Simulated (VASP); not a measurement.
# CsBr (Pm-3m) in VASP: further runs

The runs below take CsBr through single point, with PBEsol.

All numbers are computed with VASP 6.6.1; they aren't measurements. Logs are shortened: lines on timing, memory, paths and dates and some standing lists are left out, and cuts for length are marked.

### Step 1. The cell of the first run

It takes space group Pm-3m (No. 221, cubic). The conventional cell has a = 4.269 Å, b = 4.269 Å, c = 4.269 Å, α = 90.00°, β = 90.00°, γ = 90.00°. Cs (site symmetry m-3m) has 8 Br at 3.70 Å and 6 Cs at 4.27 Å within 4.9 Å. Br (site symmetry m-3m) has 8 Cs at 3.70 Å and 6 Br at 4.27 Å within 4.9 Å.

### Step 2. Single point, PBEsol (strained)

Contents of INCAR:

```
ALGO     = Normal         # electronic algorithm
EDIFF    = 1E-6           # SCF threshold, eV
ENCUT    = 500            # plane-wave cutoff, eV
GGA      = PS             # functional
GGA_COMPAT= F            
ISIF     = 2              # what is computed and relaxed
ISMEAR   = 0              # smearing method
LASPH    = T              # aspherical terms in the spheres
LCHARG   = F              # write CHGCAR
LREAL    = F              # projectors in reciprocal space
LWAVE    = F              # write WAVECAR
NBANDS   = 15             # bands
NELM     = 120            # most SCF steps
PREC     = Accurate       # precision mode
SIGMA    = 0.02           # smearing width, eV
```

Contents of KPOINTS:

```
k-points
0
Gamma
  6 6 6
```

Contents of POSCAR:

```
CsBr
1.0
    4.2693703200      0.0000000000      0.0000000000
    0.0000000000      4.2693703200      0.0000000000
    0.0000000000      0.0000000000      4.2693703200
Cs Br
1 1
Direct
    0.0000000000      0.0000000000      0.0000000000
    0.5000000000      0.5000000000      0.5000000000
```

Potentials or basis: VASP PAW PBE potentials, release 64 (Cs_sv, Br).

On the command line:

```
cat potpaw_PBE.64/Cs_sv/POTCAR potpaw_PBE.64/Br/POTCAR > POTCAR
mpirun -np 1 vasp_std > vasp.out
```

OUTCAR:

```text
EDIFF = 1E-6
   ENCUT = 500
   GGA = PS
   ISIF = 2
   ISMEAR = 0
   LASPH = T
   LREAL = F
   NELM = 120
   PREC = Accurate

 ion  position               nearest neighbor table
   1  0.000  0.000  0.000-
   2  0.500  0.500  0.500-

  LATTYP: Found a simple cubic cell.
 ALAT       =     4.2693703200

  Lattice vectors:

 A1 = (   4.2693703200,   0.0000000000,   0.0000000000)
 A2 = (   0.0000000000,   4.2693703200,   0.0000000000)
 A3 = (   0.0000000000,   0.0000000000,   4.2693703200)

Analysis of symmetry for initial positions (statically):
=====================================================================
 Subroutine PRICEL returns:
 Original cell was already a primitive cell.

 Routine SETGRP: Setting up the symmetry group for a
 simple cubic supercell.

 Subroutine GETGRP returns: Found 48 space group operations
 (whereof 48 operations were pure point group operations)
 out of a pool of 48 trial point group operations.

The static configuration has the point symmetry O_h .

Analysis of symmetry for dynamics (positions and initial velocities):
=====================================================================
 Subroutine PRICEL returns:
 Original cell was already a primitive cell.

 Routine SETGRP: Setting up the symmetry group for a
 simple cubic supercell.

 Subroutine GETGRP returns: Found 48 space group operations
 (whereof 48 operations were pure point group operations)
 out of a pool of 48 trial point group operations.

The dynamic configuration has the point symmetry O_h .

 Subroutine INISYM returns: Found 48 space group operations
 (whereof 48 operations are pure point group operations),
 and found     1 'primitive' translations

----------------------------------------------------------------------------------------

                                     Primitive cell

  volume of cell :      77.8200

  direct lattice vectors                    reciprocal lattice vectors
     4.269370320  0.000000000  0.000000000     0.234226578  0.000000000  0.000000000
     0.000000000  4.269370320  0.000000000     0.000000000  0.234226578  0.000000000
     0.000000000  0.000000000  4.269370320     0.000000000  0.000000000  0.234226578

  length of vectors
     4.269370320  4.269370320  4.269370320     0.234226578  0.234226578  0.234226578

  position of ions in fractional coordinates (direct lattice)
     0.000000000  0.000000000  0.000000000
     0.500000000  0.500000000  0.500000000

  ion indices of the primitive-cell ions
   primitive index   ion index
                 1           1
                 2           2

----------------------------------------------------------------------------------------

 KPOINTS: k-points

Automatic generation of k-mesh.
 Grid dimensions read from file:
 generate k-points for:    6    6    6

 Generating k-lattice:

  Cartesian coordinates                     Fractional coordinates (reciprocal lattice)
     0.039037763  0.000000000  0.000000000     0.166666667  0.000000000  0.000000000
     0.000000000  0.039037763  0.000000000     0.000000000  0.166666667  0.000000000
     0.000000000  0.000000000  0.039037763     0.000000000  0.000000000  0.166666667

  Length of vectors
     0.039037763  0.039037763  0.039037763

  Shift w.r.t. Gamma in fractional coordinates (k-lattice)
     0.000000000  0.000000000  0.000000000

 Subroutine IBZKPT returns following result:
 ===========================================

 Found     20 irreducible k-points:

 Following reciprocal coordinates:
            Coordinates               Weight
  0.000000  0.000000  0.000000      1.000000
  0.166667  0.000000  0.000000      6.000000
  0.333333  0.000000  0.000000      6.000000
  0.500000  0.000000  0.000000      3.000000
  0.166667  0.166667  0.000000     12.000000
  0.333333  0.166667  0.000000     24.000000
[... 12 lines left out ...]
  0.500000  0.500000  0.333333      6.000000
  0.500000  0.500000  0.500000      1.000000
   k-points           NKPTS =     20   k-points in BZ     NKDIM =     20   number of bands    NBANDS=     15
   number of dos      NEDOS =    301   number of ions     NIONS =      2
   total plane-waves  NPLWV =  32768
   dimension x,y,z NGX =    32 NGY =   32 NGZ =   32
   dimension x,y,z NGXF=    64 NGYF=   64 NGZF=   64
   ions per type =               1   1
   NGX,Y,Z   is equivalent  to a cutoff of  12.46, 12.46, 12.46 a.u.
   NGXF,Y,Z  is equivalent  to a cutoff of  24.92, 24.92, 24.92 a.u.
 SYSTEM =  unknown system
   PREC   = accura    normal or accurate (medium, high low for compatibility)
   ISTART =      0    job   : 0-new  1-cont  2-samecut
   ICHARG =      2    charge: 1-file 2-atom 10-const
   ISPIN  =      1    spin polarized calculation?
   LNONCOLLINEAR =      F non collinear calculations
   LSORBIT =      F    spin-orbit coupling
   LASPH  =      T    aspherical Exc in radial PAW
   ENCUT  =  500.0 eV  36.75 Ry    6.06 a.u.   7.78  7.78  7.78*2*pi/ulx,y,z
   NELM   =    120;   NELMIN=  2; NELMDL= -5     # of ELM steps
   EDIFF  = 0.1E-05   stopping-criterion for ELM
   LREAL  =      F    real-space projection
   EDIFFG = 0.1E-04   stopping-criterion for IOM
   NSW    =      0    number of steps for IOM
   IBRION =     -1    ionic relax: 0-MD 1-quasi-New 2-CG
   NFREE  =      0    steps in history (QN), initial steepest desc. (CG)
   ISIF   =      2    stress and relaxation
   ISYM   =      2    0-nonsym 1-usesym 2-fastsym
   POTIM  = 0.5000    time-step for ionic-motion
   TEBEG  =    0.0;   TEEND  =   0.0 temperature during run
   PSTRESS=    0.0 pullay stress
   NELECT =      16.0000    total number of electrons
   NUPDOWN=      -1.0000    fix difference up-down
   EMIN   =  10.00;   EMAX   =-10.00  energy-range for DOS
   EFERMI =   0.00;   METHOD = LEGACY
   ISMEAR =     0;   SIGMA  =   0.02  broadening in eV -4-tet -1-fermi 0-gaus
   EFERMI_NEDOS =   21; number of points for ismear=-14 and -15
   IALGO  =     38    algorithm
   IMIX   =      4    mixing-type and parameters
     AMIX     =   0.40;   BMIX     =  1.00
     AMIX_MAG =   1.60;   BMIX_MAG =  1.00
  volume/ion in A,a.u.               =      38.91       262.58
  Fermi-wavevector in a.u.,A,eV,Ry     =   0.966238  1.825926 12.702628  0.933617
  Thomas-Fermi vector in A             =   2.096023
   LORBIT       =      0    0 simple, 1 ext, 2 COOP (PROOUT), +10 PAW based schemes
   GGA     = PS    functional components
   LHFCALC =     F    Hartree Fock is set to
   AEXX    =    0.0000 exact exchange contribution
   IVDW    =     0    specifies the selected vdW correction
   LEPSILON=     F    determine dielectric tensor
   LRPA    =     F    only Hartree local field effects (RPA)
 non-spin polarized calculation
 Gauss-broadening in eV      SIGMA  =   0.02
  energy-cutoff  :      500.00
  volume of cell :       77.82
 maximum number of plane-waves:      2008
 NGX is ok and might be reduce to    32
   NGX = 15   NGY = 15   NGZ = 15

 number of electron      15.9999997 magnetization

 Free energy of the ion-electron system (eV)
  ---------------------------------------------------
  ext. energy  EPLUGINS =         0.00000000
  ---------------------------------------------------
  free energy    TOTEN  =        -6.34648714 eV

  energy without entropy =       -6.34648714  energy(sigma->0) =       -6.34648714

 E-fermi :  -0.2390     XC(G=0):  -8.3310

 val. band max:       -0.3505115357   @ k =   0.0000   0.0000   0.0000
 cond. band min:       4.0170871768   @ k =   0.0000   0.0000   0.0000
 fundamental gap:      4.3675987125
 Fermi energy:        -0.2390159529

 k-point     1 :       0.0000    0.0000    0.0000
  band No.  band energies     occupation
      1     -20.0890      2.00000
      2     -12.7518      2.00000
      3      -6.6594      2.00000
      4      -6.6594      2.00000
      5      -6.6594      2.00000
      6      -0.3505      2.00000
      7      -0.3505      2.00000
      8      -0.3505      2.00000
      9       4.0171      0.00000
     10       4.4329      0.00000
     11       4.4329      0.00000
     12       8.7882      0.00000
     13       8.7882      0.00000
     14       8.7882      0.00000
     15      11.7270      0.00000

 k-point     2 :       0.1667    0.0000    0.0000
  band No.  band energies     occupation
      1     -20.0748      2.00000
      2     -12.7562      2.00000
      3      -6.7709      2.00000
      4      -6.6313      2.00000
      5      -6.6313      2.00000
      6      -0.7883      2.00000
      7      -0.4059      2.00000
      8      -0.4059      2.00000
      9       4.6156      0.00000
     10       4.6940      0.00000
     11       5.0622      0.00000
     12       8.6292      0.00000
     13       8.6292      0.00000
     14       8.9351      0.00000
     15      10.2865      0.00000

 k-point     3 :       0.3333    0.0000    0.0000
  band No.  band energies     occupation
      1     -20.0458      2.00000
      2     -12.7668      2.00000
      3      -6.9709      2.00000
      4      -6.5734      2.00000
      5      -6.5734      2.00000
      6      -1.4650      2.00000
      7      -0.5207      2.00000
      8      -0.5207      2.00000
      9       5.1025      0.00000
     10       6.0688      0.00000
     11       6.4774      0.00000
     12       8.5037      0.00000
     13       8.5037      0.00000
     14       8.6158      0.00000
     15       9.2994      0.00000
[... 271 lines left out ...]
 k-point    19 :       0.5000    0.5000    0.3333
  band No.  band energies     occupation
      1     -19.9476      2.00000
      2     -12.5846      2.00000
      3      -7.1389      2.00000
      4      -7.1389      2.00000
      5      -6.9431      2.00000
      6      -1.4350      2.00000
      7      -1.4350      2.00000
      8      -1.3406      2.00000
      9       7.1817      0.00000
     10       7.2452      0.00000
     11       7.4528      0.00000
     12       7.4528      0.00000
     13       9.4501      0.00000
     14       9.4501      0.00000
     15      11.0761      0.00000

 k-point    20 :       0.5000    0.5000    0.5000
  band No.  band energies     occupation
      1     -19.9359      2.00000
      2     -12.5636      2.00000
      3      -7.0855      2.00000
      4      -7.0855      2.00000
      5      -7.0855      2.00000
      6      -1.5953      2.00000
      7      -1.5953      2.00000
      8      -1.5953      2.00000
      9       7.9674      0.00000
     10       7.9674      0.00000
     11       7.9674      0.00000
     12       8.7424      0.00000
     13       8.7424      0.00000
     14       8.7424      0.00000
     15      11.1326      0.00000

------------------------ aborting loop because EDIFF is reached ----------------------------------------

  FORCE on cell =-STRESS in cart. coord.  units (eV):
  Direction    XX          YY          ZZ          XY          YZ          ZX
  --------------------------------------------------------------------------------------
  -------------------------------------------------------------------------------------
  Total       -0.1137964     -0.1137964     -0.1137964      0.0000000      0.0000000      0.0000000
  in kB       -2.3428675     -2.3428675     -2.3428675      0.0000000      0.0000000      0.0000000
  external PRESSURE =      -2.3428675 kB  Pullay stress =       0.0000000 kB

 VOLUME and BASIS-vectors are now :
 -----------------------------------------------------------------------------
  energy-cutoff  :      500.00
  volume of cell :       77.82
      direct lattice vectors                 reciprocal lattice vectors
     4.269370320  0.000000000  0.000000000     0.234226578  0.000000000  0.000000000
     0.000000000  4.269370320  0.000000000     0.000000000  0.234226578  0.000000000
     0.000000000  0.000000000  4.269370320     0.000000000  0.000000000  0.234226578

 POSITION                                       TOTAL-FORCE (eV/Angst)
 -----------------------------------------------------------------------------------
      0.00000      0.00000      0.00000         0.000000      0.000000      0.000000
      2.13469      2.13469      2.13469         0.000000      0.000000      0.000000
 -----------------------------------------------------------------------------------
    total drift:                                0.000000      0.000000     -0.000000

  FREE ENERGIE OF THE ION-ELECTRON SYSTEM (eV)
  ---------------------------------------------------
  free  energy   TOTEN  =        -6.3464871381 eV

  energy  without entropy=       -6.3464871381  energy(sigma->0) =       -6.34648714
```

It took 26 s on 1 thread of AMD EPYC 7R13 (Zen 3), shared host; peak memory 0.15 GiB.

What came out:

| Property | Result |
| --- | --- |
| Free energy | -6.3465 eV |
| Pressure | -0.2 GPa |
| Band gap on the k mesh | 4.37 eV, direct |

Levels at points of the mesh, in eV from the valence-band top:
```tsv
k point	band 4	band 5	band 6	band 7	band 8	band 9	band 10	band 11	band 12	band 13
(0.00, 0.00, 0.00)	-6.31	-6.31	0.00	0.00	0.00	4.37	4.78	4.78	9.14	9.14
(0.50, 0.00, 0.00)	-6.19	-6.19	-1.40	-0.23	-0.23	5.83	7.26	7.66	8.17	8.89
(0.50, 0.50, 0.00)	-6.94	-6.12	-0.59	-0.59	-0.01	5.14	5.38	7.17	7.17	11.08
(0.50, 0.50, 0.50)	-6.73	-6.73	-1.24	-1.24	-1.24	8.32	8.32	8.32	9.09	9.09
```

Caveat: the cell differs from its parent crystal (strained); the PAW data sets were made with another functional, which shifts forces and pressure a little; spin-orbit coupling is left out, which moves the levels of the heavy elements.

### Step 3. Single point, PBEsol (strained)

Contents of INCAR:

```
SYSTEM = CsBr
PREC     = Accurate       ! precision mode
ENCUT    = 500            ! plane-wave cutoff, eV
EDIFF    = 1E-6           ! SCF threshold, eV
ISMEAR   = 0              ! smearing method
SIGMA    = 0.02           ! smearing width, eV
LREAL    = .FALSE.        ! projectors in reciprocal space
LASPH    = .TRUE.         ! aspherical terms in the spheres
NELM     = 120            ! most SCF steps
ALGO     = Normal         ! electronic algorithm
ISIF     = 2              ! what is computed and relaxed
LWAVE    = .FALSE.        ! write WAVECAR
LCHARG   = .FALSE.        ! write CHGCAR
GGA      = PS             ! functional
NBANDS   = 15             ! bands
GGA_COMPAT= .FALSE.
```

Contents of KPOINTS:

```
regular mesh
0
G
  6 6 6
  0 0 0
```

Contents of POSCAR:

```
CsBr
1.0
    4.1344041800      0.0000000000      0.0000000000
    0.0000000000      4.1344041800      0.0000000000
    0.0000000000      0.0000000000      4.1344041800
Cs Br
1 1
Direct
    0.0000000000      0.0000000000      0.0000000000
    0.5000000000      0.5000000000      0.5000000000
```

Potentials or basis: VASP PAW PBE potentials, release 64 (Cs_sv, Br).

On the command line:

```
cat potpaw_PBE.64/Cs_sv/POTCAR potpaw_PBE.64/Br/POTCAR > POTCAR
mpirun -np 1 vasp_std > vasp.out
```

It took 22 s on 1 thread of Intel Xeon 6975P-C, shared host; peak memory 0.17 GiB.

Results (log left out):

* Free energy: -6.3195 eV
* Pressure: 1.6 GPa
* Band gap on the k mesh: 4.61 eV, direct

Levels at points of the mesh, in eV from the valence-band top:
```
           k point  band 4  band 5  band 6  band 7  band 8  band 9  band 10  band 11  band 12  band 13
(0.00, 0.00, 0.00)   -6.19   -6.19    0.00    0.00    0.00    4.61     4.61     4.74     9.40     9.40
(0.50, 0.00, 0.00)   -6.02   -6.02   -1.65   -0.34   -0.34    5.79     7.71     8.11     8.22     9.25
(0.50, 0.50, 0.00)   -7.02   -5.93   -0.63   -0.63   -0.06    5.15     5.40     7.20     7.20    11.85
(0.50, 0.50, 0.50)   -6.73   -6.73   -1.54   -1.54   -1.54    8.77     8.77     8.77     9.57     9.57
```

Caveat: the cell differs from its parent crystal (strained); the PAW data sets were made with another functional, which shifts forces and pressure a little; spin-orbit coupling is left out, which moves the levels of the heavy elements. A k mesh can miss the band edges.
